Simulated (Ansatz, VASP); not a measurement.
# Se: VASP beside Ansatz

Contents of POSCAR:

```
Se
1.0
    0.0000000000      3.1118728895      3.1118728895
    3.1118728895      0.0000000000      3.1118728895
    3.1118728895      3.1118728895      0.0000000000
Se
2
Direct
    0.5000000000      0.5000000000      0.5000000000
    0.7500000000      0.7500000000      0.7500000000
```

INCAR.step1

```
SYSTEM = Se
ALGO = Normal
EDIFF = 1E-4
ENCUT = 600
GGA = PE
ISMEAR = 0
LASPH = .TRUE.
LCHARG = .FALSE.
LREAL = .FALSE.
LWAVE = .TRUE.
NELM = 100
PREC = Accurate
SIGMA = 0.1
```

File INCAR.step2:

```
SYSTEM = Se
ALGO = Normal
EDIFF = 1E-6
EDIFFG = -0.01
ENCUT = 600
IBRION = 2
ISIF = 3
ISMEAR = 0
ISTART = 1
LASPH = .TRUE.
LCHARG = .FALSE.
LMIXTAU = .TRUE.
LREAL = .FALSE.
LWAVE = .FALSE.
METAGGA = R2SCAN
NELM = 100
NSW = 100
PREC = Accurate
SIGMA = 0.1
```

The input KPOINTS:

```
k-points
0
G
  16 16 16
  0 0 0
```

Input for Ansatz:

```yaml
crystal:
  lattice:
    - [0.0, 3.1118728895, 3.1118728895]
    - [3.1118728895, 0.0, 3.1118728895]
    - [3.1118728895, 3.1118728895, 0.0]
  atoms:
    - { symbol: Se, position: [0.5, 0.5, 0.5] }
    - { symbol: Se, position: [0.75, 0.75, 0.75] }
basis:
  ecutwfc: 500
kpoints:
  mp_grid: { grid: [16, 16, 16] }
hamiltonian:
  xc: r2scan
scf:
  occupations: { method: gaussian, width: 0.1 }
output:
  forces: true
  stress: true
  eigenvalues: true
relax:
  adjacent_minimum: "off"
  f_tol: 0.01
  max_steps: 80
  cell: { stress_tol: 0.05 }
```

Alike in both runs: task relaxation of cell and atoms; functional r2SCAN; k mesh 16 × 16 × 16; occupations gaussian, width 0.1 eV; no spin polarisation.

|  | VASP | Ansatz |
| --- | --- | --- |
| version | VASP 6.6.1 | Ansatz 0.2.0 |
| potentials or method | VASP PAW PBE potentials, release 64 (Se), cutoff 600 eV | scalar-relativistic, plane waves, PAW |
| valence electrons in the cell | 12 | 32 |

Ansatz gave:

```
gap on the k mesh at the Fermi level, each at its own relaxed structure (eV) : none
relaxed volume (Å³/atom)                                                     : 31.11
relaxed length of the cell vector where the two differ most in proportion (Å)              : 4.448
```

**Question.** Estimate VASP's values.

**Answer.** gap on the k mesh at the Fermi level, each at its own relaxed structure (eV): none; relaxed volume (Å³/atom): 31.05; relaxed length of the cell vector where the two differ most in proportion (Å): 4.445.

VASP's potentials were made for PBE, not for r2SCAN. A gap of «none» marks a metal or a gap that the smearing closes. VASP's potentials hold 12 valence electrons a cell and Ansatz's 32, so a difference there can come from the potentials and not from the codes.
